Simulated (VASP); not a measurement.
Input of a VASP 6.6.1 run:

File INCAR:

```
  PREC = Accurate
  ENCUT = 520
  EDIFF = 1E-6
  ISMEAR = 0
  SIGMA = 0.01
  LREAL = False
  LASPH = True
  NELM = 60
  ALGO = Normal
  ISIF = 2
  LWAVE = False
  LCHARG = False
  GGA = PE
  NBANDS = 11
```

File KPOINTS:

```
regular mesh
0
Gamma
  8 8 8
```

POSCAR

```
AlN
1.0
    0.0000000000      1.9937042364      1.9937042364
    1.9937042364      0.0000000000      1.9937042364
    1.9937042364      1.9937042364      0.0000000000
Al N
1 1
Direct
    0.0000000000      0.0000000000      0.0000000000
    0.5000000000      0.5000000000      0.5000000000
```

Potentials or basis: VASP PAW PBE potentials, release 64 (Al, N).

The run is started by

```bash
$ cat potpaw_PBE.64/Al/POTCAR potpaw_PBE.64/N/POTCAR > POTCAR
$ mpirun -np 1 vasp_std > vasp.out
```

Q: Predict the pressure.

A: 17.3 GPa.

Q: Estimate the band gap on the k mesh.

A: 5.02 eV, indirect (least direct gap 6.29 eV).

 A k mesh can miss the band edges.
